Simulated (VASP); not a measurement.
Wanted: the native input for a VASP 6.6.1 run.

| Property | Result |
| --- | --- |
| Task | single point |
| Functional | BLYP |
| Potentials or basis | VASP PAW PBE potentials, release 64 (Sr_sv) |
| Cutoff | 520 eV |
| k mesh | 10 × 10 × 3 |
| Occupations | fermi-dirac, width 0.1 eV |
| Spin | no spin polarisation |
| Dipole correction | no |
| Further INCAR settings | ALGO = Normal; EDIFF = 1e-06; NBANDS = 28 |

The structure of Sr lies in POSCAR:

```
Sr
1.0
    4.3046997420      0.0000000000      0.0000000000
   -2.1523498710      3.7279793323      0.0000000000
    0.0000000000      0.0000000000     14.0603796174
Sr
4
Direct
    1.0000000000      1.0000000000      1.0000000000
    1.0000000000      0.0000000000      0.5000000000
    0.3333333333      0.6666666667      0.2500000000
    0.6666666667      0.3333333333      0.7500000000
```

This isn't the form of Sr at room conditions, which is fcc.

The input as run:

INCAR

```
PREC = Accurate ; ENCUT = 520
EDIFF = 1E-6 ; ISMEAR = -1
SIGMA = 0.1 ; LREAL = False
LASPH = True ; NELM = 100
ALGO = Normal ; ISIF = 2
LWAVE = False ; LCHARG = False
GGA = B5 ; ALDAX = 1.0
AGGAX = 1.0 ; AGGAC = 1.0
ALDAC = 0.0 ; NBANDS = 28
```

KPOINTS

```
regular mesh
0
Gamma
  10 10 3
```

Potentials or basis: VASP PAW PBE potentials, release 64 (Sr_sv).

The run is started by

```sh
$ cat potpaw_PBE.64/Sr_sv/POTCAR > POTCAR
$ mpirun -np 1 vasp_std > vasp.out
```

Results of the run:

```yaml
Pressure: 0.0 GPa
Band_gap_on_the_k_mesh: zero (bands 20 and 21 overlap by 0.11 eV)
```

Caveat: the PAW data sets were made with another functional, which shifts forces and pressure a little.

It took 4.3 min on 1 thread of Oxide Virtual Turin-like Processor, with other jobs on the host, peak memory 0.35 GiB.
